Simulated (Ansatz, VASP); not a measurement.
# As in VASP and in Ansatz

```
CELL_PARAMETERS angstrom
1.78774 -5.38772 0.00000
1.78774 5.38772 0.00000
0.00000 0.00000 4.37875
ATOMIC_POSITIONS crystal
As 0.39000 0.61000 0.56000
As 0.89000 0.11000 0.94000
As 0.61000 0.39000 0.44000
As 0.11000 0.89000 0.06000
```

Alike in both runs: task single point; functional LDA; k mesh 8 × 8 × 6; occupations fermi-dirac, width 0.05 eV; no spin polarisation.

|  | VASP | Ansatz |
| --- | --- | --- |
| version | VASP 6.6.1 | Ansatz 0.2.0 |
| potentials or method | VASP PAW LDA potentials, release 64 (As) | Ansatz PAW |
| plane-wave cutoff (eV) | 520 | 420 |
| valence electrons in the cell | 20 | 60 |

VASP gave:

| Quantity | Value |
| --- | --- |
| gap on the k mesh at the Fermi level (eV) | none |
| pressure (GPa) | 3.4 |
| traceless stress, the component that is largest in VASP (GPa) | -1.31 |
| rms of the force components (eV/Å) | 0.284 |

Q: What did Ansatz give for the same quantities?

A: gap on the k mesh at the Fermi level (eV): none; pressure (GPa): 2.8; traceless stress, the component that is largest in VASP (GPa): -1.27; rms of the force components (eV/Å): 0.230.

LDA's correlation is that of Perdew and Zunger in VASP and of Perdew and Wang (1992) in Ansatz. Atom by atom the forces differ by 0.057 eV/Å (rms over components). A gap of «none» marks a metal or a gap that the smearing closes. VASP's potentials hold 20 valence electrons a cell and Ansatz's 60, so a difference there can come from the potentials and not from the codes.
